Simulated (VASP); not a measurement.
Wanted: the native input for a VASP 6.6.1 run.

```yaml
Task: single point
Functional: PBEsol
Potentials_or_basis: VASP PAW PBE potentials, release 64 (Ga_d, As)
Cutoff: 500 eV
k_mesh: 10 × 10 × 10
Occupations: gaussian, width 0.01 eV
Spin: no spin polarisation
Dipole_correction: no
Further_INCAR_settings: ALGO = Normal; EDIFF = 1e-06; NBANDS = 16
```

The structure of GaAs (base) lies in POSCAR:

```
GaAs
1.0
    0.0000000000      2.8295489286      2.8295489286
    2.8295489286      0.0000000000      2.8295489286
    2.8295489286      2.8295489286      0.0000000000
Ga As
1 1
Direct
    0.0000000000      0.0000000000      0.0000000000
    0.7500000000      0.7500000000      0.7500000000
```

One way to write it, as run:

INCAR

```
PREC = Accurate
ENCUT = 500
EDIFF = 1E-6
ISMEAR = 0
SIGMA = 0.01
LREAL = F
LASPH = T
NELM = 120
ALGO = Normal
ISIF = 2
LWAVE = F
LCHARG = T
GGA = PS
LELF = T
LVHAR = T
NBANDS = 16
GGA_COMPAT = F
```

KPOINTS

```
Automatic mesh
0
Gamma
  10 10 10
```

Potentials or basis: VASP PAW PBE potentials, release 64 (Ga_d, As).

The run is started by

```bash
$ cat potpaw_PBE.64/Ga_d/POTCAR potpaw_PBE.64/As/POTCAR > POTCAR
$ mpirun -np 1 vasp_std > vasp.out
```

It gave:

```
Pressure               : 0.1 GPa
Band gap on the k mesh : 0.43 eV, direct
```

Caveat: the PAW data sets were made with another functional, which shifts forces and pressure a little.

Wall time 16 s on 1 thread of Intel(R) Xeon(R) 6975P-C (Granite Rapids), with other jobs on the host, peak memory 0.18 GiB.
